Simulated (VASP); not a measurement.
# KF in VASP: further runs

KF is run at these levels: PBE, r2SCAN; tasks: single point.

Everything below comes from runs of VASP 6.6.1. Logs are shortened: lines on timing, memory, paths and dates and some standing lists are left out, and cuts for length are marked.

**1. The cell of the first run**

Symmetry: P4/mmm, No. 123, tetragonal system. The conventional cell has a = 3.299 Å, b = 3.299 Å, c = 3.161 Å, α = 90.00°, β = 90.00°, γ = 90.00°. K (site symmetry 4/mmm) has 8 F at 2.82 Å and 6 K at 3.16 to 3.30 Å within 3.7 Å. Within 3.7 Å of F (site symmetry 4/mmm) lie 8 K at 2.82 Å and 6 F at 3.16 to 3.30 Å.

**2. Single point, PBE (epitaxial xy strain +3.8%)**

INCAR reads:

```
PREC = Accurate
ENCUT = 520
EDIFF = 1E-6
ISMEAR = -1
SIGMA = 0.02
LREAL = F
LASPH = T
NELM = 60
ALGO = Normal
ISIF = 2
LWAVE = F
LCHARG = F
GGA = PE
NBANDS = 15
```

KPOINTS reads:

```
regular mesh
0
Gamma
  8 8 8
```

POSCAR reads:

```
KF
1.0
    3.2993498803      0.0000000000      0.0000000000
    0.0000000000      3.2993498803      0.0000000000
    0.0000000000      0.0000000000      3.1612316261
K F
1 1
Direct
    0.0000000000      0.0000000000      0.0000000000
    0.5000000000      0.5000000000      0.5000000000
```

Potentials or basis: VASP PAW PBE potentials, release 64 (K_sv, F).

Run with:

```
$ cat potpaw_PBE.64/K_sv/POTCAR potpaw_PBE.64/F/POTCAR > POTCAR
$ mpirun -np 1 vasp_std > vasp.out
```

OUTCAR:

```text
PREC = Accurate
   ENCUT = 520
   EDIFF = 1E-6
   ISMEAR = -1
   LREAL = F
   LASPH = T
   NELM = 60
   ISIF = 2
   GGA = PE

 ion  position               nearest neighbor table
   1  0.000  0.000  0.000-   2 2.82   2 2.82   2 2.82   2 2.82   2 2.82   2 2.82   2 2.82   2 2.82

   2  0.500  0.500  0.500-   1 2.82   1 2.82   1 2.82   1 2.82   1 2.82   1 2.82   1 2.82   1 2.82

  LATTYP: Found a simple tetragonal cell.
 ALAT       =     3.2993498803
 C/A-ratio  =     0.9581377365

  Lattice vectors:

 A1 = (   3.2993498803,   0.0000000000,   0.0000000000)
 A2 = (   0.0000000000,   3.2993498803,   0.0000000000)
 A3 = (   0.0000000000,   0.0000000000,   3.1612316261)

Analysis of symmetry for initial positions (statically):
=====================================================================
 Subroutine PRICEL returns:
 Original cell was already a primitive cell.

 Routine SETGRP: Setting up the symmetry group for a
 simple tetragonal supercell.

 Subroutine GETGRP returns: Found 16 space group operations
 (whereof 16 operations were pure point group operations)
 out of a pool of 16 trial point group operations.

The static configuration has the point symmetry D_4h.

Analysis of symmetry for dynamics (positions and initial velocities):
=====================================================================
 Subroutine PRICEL returns:
 Original cell was already a primitive cell.

 Routine SETGRP: Setting up the symmetry group for a
 simple tetragonal supercell.

 Subroutine GETGRP returns: Found 16 space group operations
 (whereof 16 operations were pure point group operations)
 out of a pool of 16 trial point group operations.

The dynamic configuration has the point symmetry D_4h.

 Subroutine INISYM returns: Found 16 space group operations
 (whereof 16 operations are pure point group operations),
 and found     1 'primitive' translations

----------------------------------------------------------------------------------------

                                     Primitive cell

  volume of cell :      34.4122

  direct lattice vectors                    reciprocal lattice vectors
     3.299349880  0.000000000  0.000000000     0.303090014  0.000000000  0.000000000
     0.000000000  3.299349880  0.000000000     0.000000000  0.303090014  0.000000000
     0.000000000  0.000000000  3.161231626     0.000000000  0.000000000  0.316332404

  length of vectors
     3.299349880  3.299349880  3.161231626     0.303090014  0.303090014  0.316332404

  position of ions in fractional coordinates (direct lattice)
     0.000000000  0.000000000  0.000000000
     0.500000000  0.500000000  0.500000000

  ion indices of the primitive-cell ions
   primitive index   ion index
                 1           1
                 2           2

----------------------------------------------------------------------------------------

 KPOINTS: regular mesh

Automatic generation of k-mesh.
 Grid dimensions read from file:
 generate k-points for:    8    8    8

 Generating k-lattice:

  Cartesian coordinates                     Fractional coordinates (reciprocal lattice)
     0.037886252  0.000000000  0.000000000     0.125000000  0.000000000  0.000000000
     0.000000000  0.037886252  0.000000000     0.000000000  0.125000000  0.000000000
     0.000000000  0.000000000  0.039541551     0.000000000  0.000000000  0.125000000

  Length of vectors
     0.037886252  0.037886252  0.039541551

  Shift w.r.t. Gamma in fractional coordinates (k-lattice)
     0.000000000  0.000000000  0.000000000

 Subroutine IBZKPT returns following result:
 ===========================================

 Found     75 irreducible k-points:

 Following reciprocal coordinates:
            Coordinates               Weight
  0.000000  0.000000  0.000000      1.000000
  0.125000  0.000000  0.000000      4.000000
  0.250000  0.000000  0.000000      4.000000
  0.375000  0.000000  0.000000      4.000000
  0.500000  0.000000  0.000000      2.000000
  0.125000  0.125000  0.000000      4.000000
[... 16 lines left out ...]
  0.375000  0.125000  0.125000     16.000000
  0.500000  0.125000  0.125000      8.000000
 [... further k-points ...]
   k-points           NKPTS =     75   k-points in BZ     NKDIM =     75   number of bands    NBANDS=     15
   number of dos      NEDOS =    301   number of ions     NIONS =      2
   total plane-waves  NPLWV =  18816
   dimension x,y,z NGX =    28 NGY =   28 NGZ =   24
   dimension x,y,z NGXF=    56 NGYF=   56 NGZF=   48
   ions per type =               1   1
   NGX,Y,Z   is equivalent  to a cutoff of  14.11, 14.11, 12.62 a.u.
   NGXF,Y,Z  is equivalent  to a cutoff of  28.22, 28.22, 25.24 a.u.
 SYSTEM =  unknown system
   PREC   = accura    normal or accurate (medium, high low for compatibility)
   ISTART =      0    job   : 0-new  1-cont  2-samecut
   ICHARG =      2    charge: 1-file 2-atom 10-const
   ISPIN  =      1    spin polarized calculation?
[... 33 lines left out ...]
   IVDW    =     0    specifies the selected vdW correction
   LEPSILON=     F    determine dielectric tensor
   LRPA    =     F    only Hartree local field effects (RPA)
 non-spin polarized calculation
  energy-cutoff  :      520.00
  volume of cell :       34.41
 maximum number of plane-waves:       944
 NGX is ok and might be reduce to    28
   NGX = 13   NGY = 13   NGZ = 11

 number of electron      16.0000006 magnetization

 Free energy of the ion-electron system (eV)
  ---------------------------------------------------
  ext. energy  EPLUGINS =         0.00000000
  ---------------------------------------------------
  free energy    TOTEN  =        -8.08197884 eV

  energy without entropy =       -8.08197884  energy(sigma->0) =       -8.08197884

 E-fermi :  -1.5081     XC(G=0):  -9.0523

 val. band max:       -1.9128083828   @ k =   0.5000   0.5000   0.0000
 cond. band min:       4.2733982623   @ k =   0.0000   0.0000   0.0000
 fundamental gap:      6.1862066451
 Fermi energy:        -1.5080766487

 k-point     1 :       0.0000    0.0000    0.0000
  band No.  band energies     occupation
      1     -29.0400      2.00000
      2     -20.9150      2.00000
      3     -12.0960      2.00000
      4     -12.0960      2.00000
      5     -11.9845      2.00000
      6      -2.1091      2.00000
      7      -2.1091      2.00000
      8      -1.9581      2.00000
      9       4.2734      0.00000
     10       6.2215      0.00000
     11       6.3222      0.00000
     12      11.6350      0.00000
     13      11.9345      0.00000
     14      11.9345      0.00000
     15      18.6567      0.00000

 k-point     2 :       0.1250    0.0000    0.0000
  band No.  band energies     occupation
      1     -29.0238      2.00000
      2     -20.9202      2.00000
      3     -12.1888      2.00000
      4     -12.0808      2.00000
      5     -11.9710      2.00000
      6      -2.3040      2.00000
      7      -2.1285      2.00000
      8      -1.9712      2.00000
      9       4.6754      0.00000
     10       6.4027      0.00000
     11       6.5888      0.00000
     12      11.4123      0.00000
     13      11.7062      0.00000
     14      11.9766      0.00000
     15      17.5922      0.00000

 k-point     3 :       0.2500    0.0000    0.0000
  band No.  band energies     occupation
      1     -28.9841      2.00000
      2     -20.9334      2.00000
      3     -12.4034      2.00000
      4     -12.0438      2.00000
      5     -11.9384      2.00000
      6      -2.7238      2.00000
      7      -2.1767      2.00000
      8      -2.0036      2.00000
      9       5.6632      0.00000
     10       6.7064      0.00000
     11       7.4446      0.00000
     12      10.9500      0.00000
     13      11.2280      0.00000
     14      12.0813      0.00000
     15      16.0784      0.00000
[... 343 lines left out ...]
 k-point    23 :       0.3750    0.1250    0.1250
  band No.  band energies     occupation
      1     -28.9096      2.00000
      2     -20.9183      2.00000
      3     -12.6195      2.00000
      4     -12.1134      2.00000
      5     -12.0573      2.00000
      6      -2.9473      2.00000
      7      -2.3024      2.00000
      8      -2.1256      2.00000
      9       7.0983      0.00000
     10       7.5327      0.00000
     11       8.3539      0.00000
     12      10.0848      0.00000
     13      10.7856      0.00000
     14      11.2877      0.00000
     15      15.1625      0.00000

 k-point    24 :       0.5000    0.1250    0.1250
  band No.  band energies     occupation
      1     -28.8936      2.00000
      2     -20.9193      2.00000
      3     -12.7063      2.00000
      4     -12.1078      2.00000
      5     -12.0443      2.00000
      6      -3.0578      2.00000
      7      -2.3202      2.00000
      8      -2.1175      2.00000
      9       7.6078      0.00000
     10       7.7363      0.00000
     11       8.1912      0.00000
     12       9.9003      0.00000
     13      11.2731      0.00000
     14      11.3455      0.00000
     15      14.3498      0.00000

 [... further k-points ...]

------------------------ aborting loop because EDIFF is reached ----------------------------------------

  FORCE on cell =-STRESS in cart. coord.  units (eV):
  Direction    XX          YY          ZZ          XY          YZ          ZX
  --------------------------------------------------------------------------------------
  -------------------------------------------------------------------------------------
  Total       -0.2224528     -0.2224528      0.5691675      0.0000000      0.0000000      0.0000000
  in kB      -10.3570360    -10.3570360     26.4994977      0.0000000      0.0000000      0.0000000
  external PRESSURE =       1.9284752 kB  Pullay stress =       0.0000000 kB

 VOLUME and BASIS-vectors are now :
 -----------------------------------------------------------------------------
  energy-cutoff  :      520.00
  volume of cell :       34.41
      direct lattice vectors                 reciprocal lattice vectors
     3.299349880  0.000000000  0.000000000     0.303090014  0.000000000  0.000000000
     0.000000000  3.299349880  0.000000000     0.000000000  0.303090014  0.000000000
     0.000000000  0.000000000  3.161231626     0.000000000  0.000000000  0.316332404

 POSITION                                       TOTAL-FORCE (eV/Angst)
 -----------------------------------------------------------------------------------
      0.00000      0.00000      0.00000         0.000000      0.000000      0.000000
      1.64967      1.64967      1.58062         0.000000      0.000000      0.000000
 -----------------------------------------------------------------------------------
    total drift:                                0.000000      0.000000      0.000000

  FREE ENERGIE OF THE ION-ELECTRON SYSTEM (eV)
  ---------------------------------------------------
  free  energy   TOTEN  =        -8.0819788410 eV

  energy  without entropy=       -8.0819788409  energy(sigma->0) =       -8.08197884
```

Run time: 35 s. Hardware: 1 thread of AMD EPYC 7R43 (Zen 3), shared host; peak memory 0.13 GiB.

What came out:

| Item | Value |
| --- | --- |
| Free energy | -8.0820 eV |
| Pressure | 0.2 GPa |
| Band gap on the k mesh | 6.19 eV, indirect (least direct gap 6.23 eV) |

Stress tensor (GPa, compression positive):
```
-1.04  0.00  0.00
 0.00 -1.04  0.00
 0.00  0.00  2.65
```

Caveat: the cell differs from its parent crystal (epitaxial xy strain +3.8%).

**3. Single point, PBE (shear xy strain -2.2%)**

INCAR reads:

```
SYSTEM = KF
ALGO     = Normal         ! electronic algorithm
EDIFF    = 1E-6           ! SCF threshold, eV
ENCUT    = 520            ! plane-wave cutoff, eV
GGA      = PE             ! functional
ISIF     = 2              ! what is computed and relaxed
ISMEAR   = -1             ! smearing method
LASPH    = .TRUE.         ! aspherical terms in the spheres
LCHARG   = .FALSE.        ! write CHGCAR
LREAL    = .FALSE.        ! projectors in reciprocal space
LWAVE    = .FALSE.        ! write WAVECAR
NBANDS   = 15             ! bands
NELM     = 80             ! most SCF steps
PREC     = Accurate       ! precision mode
SIGMA    = 0.02           ! smearing width, eV
```

KPOINTS reads:

```
k-points
0
G
  8 8 8
  0 0 0
```

POSCAR reads:

```
KF
1.0
    3.1788706815     -0.0349675775      0.0000000000
   -0.0349675775      3.1788706815      0.0000000000
    0.0000000000      0.0000000000      3.1788706815
K F
1 1
Direct
    0.0000000000      0.0000000000      0.0000000000
    0.5000000000      0.5000000000      0.5000000000
```

Potentials or basis: VASP PAW PBE potentials, release 64 (K_sv, F).

Run with:

```
$ cat potpaw_PBE.64/K_sv/POTCAR potpaw_PBE.64/F/POTCAR > POTCAR
$ mpirun -np 1 vasp_std > vasp.out
```

Run time: 26 s. Hardware: 1 thread of AMD EPYC 7R43 (Zen 3), shared host; peak memory 0.14 GiB.

It converged, with:

- Free energy: -8.0677 eV
- Pressure: 3.0 GPa
- Band gap on the k mesh: 6.80 eV, indirect (least direct gap 6.83 eV)

Stress tensor (GPa, compression positive):
```
3.02 0.26 0.00
0.26 3.02 0.00
0.00 0.00 3.03
```

Levels at points of the mesh, in eV from the valence-band top:
| k point | band 5 | band 6 | band 7 | band 8 | band 9 | band 10 | band 11 | band 12 |
| --- | --- | --- | --- | --- | --- | --- | --- | --- |
| (0.00, 0.00, 0.00) | -9.78 | -0.04 | -0.04 | -0.04 | 6.80 | 8.38 | 8.38 | 14.26 |
| (0.50, 0.00, 0.00) | -9.65 | -1.33 | -0.19 | -0.19 | 9.44 | 9.85 | 11.62 | 12.81 |
| (0.50, 0.50, 0.00) | -9.55 | -0.65 | -0.61 | 0.00 | 8.67 | 9.25 | 12.13 | 12.21 |
| (0.00, 0.00, 0.50) | -9.65 | -1.33 | -0.22 | -0.16 | 9.44 | 9.85 | 11.62 | 12.74 |
| (0.50, 0.00, 0.50) | -9.55 | -0.63 | -0.63 | 0.00 | 8.67 | 9.24 | 12.17 | 12.18 |
| (0.50, 0.50, 0.50) | -10.45 | -1.17 | -1.17 | -1.17 | 10.67 | 10.79 | 10.90 | 15.88 |

Caveat: the cell differs from its parent crystal (shear xy strain -2.2%). A k mesh can miss the band edges.

**4. Single point, r2SCAN (epitaxial xy strain +3.8%)**

POSCAR reads:

```
KF
1.0
    3.2993498803      0.0000000000      0.0000000000
    0.0000000000      3.2993498803      0.0000000000
    0.0000000000      0.0000000000      3.1612316261
K F
1 1
Direct
    0.0000000000      0.0000000000      0.0000000000
    0.5000000000      0.5000000000      0.5000000000
```

INCAR.step1 reads:

```
  ALGO = Normal
  EDIFF = 1E-4
  ENCUT = 520
  GGA = PE
  ISMEAR = 0
  LASPH = True
  LCHARG = False
  LREAL = False
  LWAVE = True
  NBANDS = 15
  NELM = 80
  PREC = Accurate
  SIGMA = 0.01
```

INCAR.step2 reads:

```
  ALGO = Normal
  EDIFF = 1E-6
  ENCUT = 520
  ISIF = 2
  ISMEAR = 0
  ISTART = 1
  LASPH = True
  LCHARG = False
  LMIXTAU = True
  LREAL = False
  LWAVE = False
  METAGGA = R2SCAN
  NBANDS = 15
  NELM = 80
  PREC = Accurate
  SIGMA = 0.01
```

KPOINTS reads:

```
k-points
0
Gamma
  8 8 8
```

Run with:

```
$ cat potpaw_PBE.64/K_sv/POTCAR potpaw_PBE.64/F/POTCAR > POTCAR
$ cp INCAR.step1 INCAR
$ mpirun -np 1 vasp_std > vasp.out
$ cp INCAR.step2 INCAR
$ mpirun -np 1 vasp_std > vasp.out
```

It took 1.9 min on 1 thread of AMD EPYC 7R43 (Zen 3), shared host; peak memory 0.14 GiB.

It converged, with:

```yaml
Free_energy: -14.8326 eV
Pressure: -2.5 GPa
Band_gap_on_the_k_mesh: 7.08 eV, indirect (least direct gap 7.13 eV)
```

Stress tensor (GPa, compression positive):
```
-3.73  0.00  0.00
 0.00 -3.73  0.00
 0.00  0.00 -0.02
```

Levels at points of the mesh, in eV from the valence-band top:
| k point | band 4 | band 5 | band 6 | band 7 | band 8 | band 9 | band 10 | band 11 | band 12 | band 13 |
| --- | --- | --- | --- | --- | --- | --- | --- | --- | --- | --- |
| (0.00, 0.00, 0.00) | -10.43 | -10.32 | -0.19 | -0.19 | -0.04 | 7.08 | 8.84 | 8.97 | 14.49 | 14.79 |
| (0.50, 0.00, 0.00) | -10.32 | -10.22 | -1.28 | -0.33 | -0.13 | 9.82 | 10.07 | 11.71 | 13.25 | 13.49 |
| (0.50, 0.50, 0.00) | -11.14 | -10.16 | -0.70 | -0.70 | 0.00 | 9.42 | 9.58 | 12.99 | 12.99 | 15.03 |
| (0.00, 0.00, 0.50) | -10.29 | -10.29 | -1.30 | -0.29 | -0.29 | 10.05 | 10.39 | 11.94 | 12.94 | 12.94 |
| (0.50, 0.00, 0.50) | -11.08 | -10.22 | -0.75 | -0.68 | -0.14 | 9.05 | 9.78 | 12.35 | 12.68 | 15.39 |
| (0.50, 0.50, 0.50) | -10.90 | -10.90 | -1.14 | -1.11 | -1.11 | 11.01 | 11.01 | 11.51 | 16.18 | 16.19 |

Caveat: the cell differs from its parent crystal (epitaxial xy strain +3.8%); the PAW data sets were made with another functional, which shifts forces and pressure a little.

**5. Single point, r2SCAN (shear xy strain -2.2%)**

POSCAR reads:

```
KF
1.0
    3.1788706815     -0.0349675775      0.0000000000
   -0.0349675775      3.1788706815      0.0000000000
    0.0000000000      0.0000000000      3.1788706815
K F
1 1
Direct
    0.0000000000      0.0000000000      0.0000000000
    0.5000000000      0.5000000000      0.5000000000
```

INCAR.step1 reads:

```
SYSTEM = KF
PREC = Accurate
ENCUT = 520
ISMEAR = 0
SIGMA = 0.01
LREAL = .False.
LASPH = .True.
NELM = 80
NBANDS = 15
GGA = PE
ALGO = Normal
EDIFF = 1E-4
LWAVE = .True.
LCHARG = .False.
```

INCAR.step2 reads:

```
SYSTEM = KF
PREC = Accurate
ENCUT = 520
EDIFF = 1E-6
ISMEAR = 0
SIGMA = 0.01
LREAL = .False.
LASPH = .True.
NELM = 80
ALGO = Normal
ISIF = 2
LWAVE = .False.
LCHARG = .False.
METAGGA = R2SCAN
LMIXTAU = .True.
NBANDS = 15
ISTART = 1
```

KPOINTS reads:

```
Automatic mesh
0
Gamma
  8 8 8
  0 0 0
```

Run with:

```
$ cat potpaw_PBE.64/K_sv/POTCAR potpaw_PBE.64/F/POTCAR > POTCAR
$ cp INCAR.step1 INCAR
$ mpirun -np 1 vasp_std > vasp.out
$ cp INCAR.step2 INCAR
$ mpirun -np 1 vasp_std > vasp.out
```

It took 1.9 min on 1 thread of AMD EPYC 7R43 (Zen 3), shared host; peak memory 0.14 GiB.

Results (log left out):

```yaml
Free_energy: -14.8590 eV
Pressure: 0.0 GPa
Band_gap_on_the_k_mesh: 7.73 eV, indirect (least direct gap 7.76 eV)
```

Stress tensor (GPa, compression positive):
```
0.04 0.29 0.00
0.29 0.04 0.00
0.00 0.00 0.04
```

Levels at points of the mesh, in eV from the valence-band top:
```csv
k point,band 5,band 6,band 7,band 8,band 9,band 10,band 11,band 12
"(0.00, 0.00, 0.00)",-10.02,-0.04,-0.03,-0.03,7.73,9.10,9.10,15.21
"(0.50, 0.00, 0.00)",-9.89,-1.29,-0.18,-0.18,10.18,10.73,12.64,13.72
"(0.50, 0.50, 0.00)",-9.79,-0.64,-0.60,0.00,9.48,10.07,13.02,13.11
"(0.00, 0.00, 0.50)",-9.89,-1.29,-0.21,-0.15,10.18,10.73,12.64,13.64
"(0.50, 0.00, 0.50)",-9.79,-0.62,-0.62,0.00,9.48,10.06,13.07,13.07
"(0.50, 0.50, 0.50)",-10.69,-1.16,-1.15,-1.15,11.52,11.64,11.76,17.04
```

Caveat: the cell differs from its parent crystal (shear xy strain -2.2%); the PAW data sets were made with another functional, which shifts forces and pressure a little. A k mesh can miss the band edges.

**6. Summary**

| level | cell | smearing | gap on the mesh (eV) | pressure (GPa) |
| --- | --- | --- | --- | --- |
| PBE | a = 3.299, b = 3.299, c = 3.161 Å, 2 atoms | fermi-dirac 0.02 eV | 6.19 | 0.2 |
| PBE | a = 3.179 Å, angles 90.0, 90.0, 91.3°, 2 atoms | fermi-dirac 0.02 eV | 6.80 | 3.0 |
| r2SCAN | a = 3.299, b = 3.299, c = 3.161 Å, 2 atoms | gaussian 0.01 eV | 7.08 | -2.5 |
| r2SCAN | a = 3.179 Å, angles 90.0, 90.0, 91.3°, 2 atoms | gaussian 0.01 eV | 7.73 | 0.0 |

Alike in all rows: task single point; potentials or basis VASP PAW PBE potentials, release 64 (K_sv, F); no spin polarisation; k mesh 8 × 8 × 8; cutoff (eV) 520.

Caveats: the PAW data sets were made with another functional, which shifts forces and pressure a little (some runs).

Total energies depend on the potentials used, so only differences within one code and one set of settings carry meaning.
